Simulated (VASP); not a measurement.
# BN (P6_3mc) in VASP: dielectric tensor with r2SCAN

Aim: the dielectric tensor of BN with r2SCAN.

Program: VASP 6.6.1. These are calculated values, not measurements. Logs are shortened: lines on timing, memory, paths and dates and some standing lists are left out, and cuts for length are marked.

### 1 The cell of the first run

Symmetry: P6_3mc, No. 186, hexagonal system. The conventional cell has a = 2.544 Å, b = 2.544 Å, c = 4.208 Å, α = 90.00°, β = 90.00°, γ = 120.00°. Within 2.1 Å of B (site symmetry 3m) lie 4 N at 1.56 to 1.58 Å. Within 2.1 Å of N (site symmetry 3m) lie 4 B at 1.56 to 1.58 Å.

### 2 Dielectric tensor, r2SCAN

The input, INCAR:

```
PREC = Accurate
ENCUT = 520
EDIFF = 1E-8
ISMEAR = 0
SIGMA = 0.01
LREAL = False
LASPH = True
NELM = 100
ALGO = Normal
ISIF = 2
LWAVE = False
LCHARG = False
METAGGA = R2SCAN
LMIXTAU = True
LCALCEPS = True
```

The input, KPOINTS:

```
regular mesh
0
Gamma
  9 9 6
```

The input, POSCAR:

```
BN
1.0
    2.5439500161      0.0000000000      0.0000000000
   -1.2719750081      2.2031253399      0.0000000000
    0.0000000000      0.0000000000      4.2078153010
B N
2 2
Direct
    0.3333333333      0.6666666667      0.0002034636
    0.6666666667      0.3333333333      0.5002034636
    0.3333333333      0.6666666667      0.3747965364
    0.6666666667      0.3333333333      0.8747965364
```

Potentials or basis: VASP PAW PBE potentials, release 64 (B, N).

The run is started by

```bash
> cat potpaw_PBE.64/B/POTCAR potpaw_PBE.64/N/POTCAR > POTCAR
> mpirun -np 1 vasp_std > vasp.out
```

OUTCAR:

```text
PREC = Accurate
   ENCUT = 520
   EDIFF = 1E-8
   ISMEAR = 0
   LREAL = False
   LASPH = True
   NELM = 100
   ISIF = 2
   METAGGA = R2SCAN

 ion  position               nearest neighbor table
   1  0.333  0.667  0.000-   4 1.56   4 1.56   4 1.56   3 1.58
   2  0.667  0.333  0.500-   3 1.56   3 1.56   3 1.56   4 1.58
   3  0.333  0.667  0.375-   2 1.56   2 1.56   2 1.56   1 1.58
   4  0.667  0.333  0.875-   1 1.56   1 1.56   1 1.56   2 1.58

  LATTYP: Found a hexagonal cell.
 ALAT       =     2.5439500161
 C/A-ratio  =     1.6540479468

  Lattice vectors:

 A1 = (   2.5439500161,   0.0000000000,   0.0000000000)
 A2 = (  -1.2719750081,   2.2031253399,   0.0000000000)
 A3 = (   0.0000000000,   0.0000000000,   4.2078153010)

Analysis of symmetry for initial positions (statically):
=====================================================================
 Subroutine PRICEL returns:
 Original cell was already a primitive cell.

 Routine SETGRP: Setting up the symmetry group for a
 hexagonal supercell.

 Subroutine GETGRP returns: Found 12 space group operations
 (whereof  6 operations were pure point group operations)
 out of a pool of 24 trial point group operations.

The static configuration has the point symmetry C_3v.
 The point group associated with its full space group is C_6v.

Analysis of symmetry for dynamics (positions and initial velocities):
=====================================================================
 Subroutine PRICEL returns:
 Original cell was already a primitive cell.

 Routine SETGRP: Setting up the symmetry group for a
 hexagonal supercell.

 Subroutine GETGRP returns: Found 12 space group operations
 (whereof  6 operations were pure point group operations)
 out of a pool of 24 trial point group operations.

The dynamic configuration has the point symmetry C_3v.
 The point group associated with its full space group is C_6v.

 Subroutine INISYM returns: Found 12 space group operations
 (whereof  6 operations are pure point group operations),
 and found     1 'primitive' translations

----------------------------------------------------------------------------------------

                                     Primitive cell

  volume of cell :      23.5833

[... 159 lines left out ...]
      7       7.4267      2.00000
      8       7.4267      2.00000
      9   10000.0000      0.00000
     10   10000.0000      0.00000
     11   10000.0000      0.00000
     12   10000.0000      0.00000
[... 331 lines left out ...]
 k-point    24 :       0.3333    0.3333    0.1667
  band No.  band energies     occupation
      1      -8.6053      2.00000
      2      -8.6053      2.00000
      3      -1.9339      2.00000
      4      -0.7523      2.00000
      5      -0.7523      2.00000
      6       1.3742      2.00000
      7       2.5991      2.00000
      8       2.5991      2.00000
      9   10000.0000      0.00000
     10   10000.0000      0.00000
     11   10000.0000      0.00000
     12   10000.0000      0.00000

 [... further k-points ...]

------------------------ aborting loop because EDIFF is reached ----------------------------------------

            Ionic dipole moment: p[ion]=(     0.00000     0.00000    -1.05538 ) |e| Angst

 Total electronic dipole moment: p[elc]=(     0.00000     0.00000    -0.01811 ) |e| Angst

 MACROSCOPIC STATIC DIELECTRIC TENSOR (including local field effects)
 ------------------------------------------------------
           4.444566    -0.000000    -0.000000
          -0.000000     4.444566     0.000000
           0.000000    -0.000000     4.606632
 ------------------------------------------------------

 PIEZOELECTRIC TENSOR (including local field effects) (e Angst)
          XX          YY          ZZ          XY          YZ          ZX
  --------------------------------------------------------------------------------
  x    -0.00000    -0.00000     0.00000     0.00000    -0.00000     0.93985
  y    -0.00000    -0.00000     0.00000     0.00000     0.93985    -0.00000
  z     0.80098     0.80098    -1.64830    -0.00000     0.00000     0.00000

 PIEZOELECTRIC TENSOR (including local field effects) (C/m^2)
          XX          YY          ZZ          XY          YZ          ZX
  --------------------------------------------------------------------------------
  x    -0.00000    -0.00000     0.00000     0.00000    -0.00000     0.63850
  y    -0.00000    -0.00000     0.00000     0.00000     0.63850    -0.00000
  z     0.54416     0.54416    -1.11980    -0.00000     0.00000     0.00000

 BORN EFFECTIVE CHARGES (including local field effects) (in |e|, cummulative output)
 ---------------------------------------------------------------------------------
 ion    1
    1     1.94263    -0.00000     0.00000
    2    -0.00000     1.94263     0.00000
    3    -0.00000     0.00000     2.04409
 ion    2
    1     1.94263    -0.00000    -0.00000
    2    -0.00000     1.94263     0.00000
    3     0.00000     0.00000     2.04409
 ion    3
    1    -1.94263     0.00000    -0.00000
    2     0.00000    -1.94263     0.00000
    3     0.00000     0.00000    -2.04409
 ion    4
    1    -1.94263     0.00000     0.00000
    2     0.00000    -1.94263     0.00000
    3     0.00000     0.00000    -2.04409

  FORCE on cell =-STRESS in cart. coord.  units (eV):
  Direction    XX          YY          ZZ          XY          YZ          ZX
  --------------------------------------------------------------------------------------
  -------------------------------------------------------------------------------------
  Total        0.1657860      0.1657860      0.1612873     -0.0000000      0.0000000      0.0000000
  in kB       11.2630007     11.2630007     10.9573722     -0.0000000      0.0000000      0.0000000
  external PRESSURE =      11.1611246 kB  Pullay stress =       0.0000000 kB

 VOLUME and BASIS-vectors are now :
 -----------------------------------------------------------------------------
  energy-cutoff  :      520.00
  volume of cell :       23.58
      direct lattice vectors                 reciprocal lattice vectors
     2.543950016  0.000000000  0.000000000     0.393089484  0.226950320  0.000000000
    -1.271975008  2.203125340  0.000000000     0.000000000  0.453900639  0.000000000
     0.000000000  0.000000000  4.207815301     0.000000000  0.000000000  0.237653017

 POSITION                                       TOTAL-FORCE (eV/Angst)
 -----------------------------------------------------------------------------------
     -0.00000      1.46875      0.00086         0.000000      0.000000      0.002416
      1.27198      0.73438      2.10476        -0.000000      0.000000      0.002416
     -0.00000      1.46875      1.57707         0.000000     -0.000000     -0.002416
      1.27198      0.73438      3.68098         0.000000      0.000000     -0.002416
 -----------------------------------------------------------------------------------
    total drift:                               -0.000000      0.000000     -0.002196

  FREE ENERGIE OF THE ION-ELECTRON SYSTEM (eV)
  ---------------------------------------------------
  free  energy   TOTEN  =       -38.2659293471 eV

  energy  without entropy=      -38.2659293471  energy(sigma->0) =      -38.26592935
```

OSZICAR:

```text
N       E                     dE             d eps       ncg     rms          rms(c)
DAV:   1     0.479675325835E+02    0.47968E+02   -0.91071E+03  1160   0.134E+03
DAV:   2    -0.419130758725E+02   -0.89881E+02   -0.84489E+02  1596   0.287E+02
[... 13 lines left out ...]
DMP:   8    -0.382659292666E+02   -0.55539E-07   -0.46038E-07  1200   0.135E-06  -0.379E-07
DMP:   9    -0.382659292869E+02   -0.20303E-07   -0.37462E-07  1200   0.979E-07  -0.826E-08
DMP:  10    -0.382659293105E+02   -0.23638E-07   -0.27019E-07  1200   0.539E-07   0.262E-07
DMP:  11    -0.382659293288E+02   -0.18285E-07   -0.15738E-07  1200   0.275E-07   0.228E-07
DMP:  12    -0.382659293400E+02   -0.11229E-07   -0.92260E-08  1200   0.155E-07   0.146E-07
DMP:  13    -0.382659293471E+02   -0.70561E-08   -0.55047E-08  1200   0.856E-08   0.100E-07
   1 F= -.38265929E+02 E0= -.38265929E+02  d E =-.155834E-17
```

Run time: 40 min. Hardware: 1 thread of Intel Xeon 8259CL, shared host; peak memory 0.38 GiB.

Results:

| Quantity | Value |
| --- | --- |
| Band gap on the k mesh | 5.72 eV (least direct gap 8.97 eV) |
| Electronic dielectric tensor (diagonal) | 4.44, 4.44, 4.61 |
| Born charges (mean of the diagonal) | B +1.98; N -1.98 e |

Electronic dielectric tensor:
```
4.44 0.00 0.00
0.00 4.44 0.00
0.00 0.00 4.61
```

Born effective charge tensors (e):
atom 1, B
```
1.94 0.00 0.00
0.00 1.94 0.00
0.00 0.00 2.04
```
atom 2, B
```
1.94 0.00 0.00
0.00 1.94 0.00
0.00 0.00 2.04
```
atom 3, N
```
-1.94  0.00  0.00
 0.00 -1.94  0.00
 0.00  0.00 -2.04
```
atom 4, N
```
-1.94  0.00  0.00
 0.00 -1.94  0.00
 0.00  0.00 -2.04
```

Dipole moments of the cell (e·Å, modulo the quantum): ionic 0.000, 0.000, -1.055; electronic 0.000, 0.000, -0.018

Caveat: the PAW data sets were made with another functional, which shifts forces and pressure a little; an odd mesh through Γ misses points on the zone boundary, where band edges can lie.
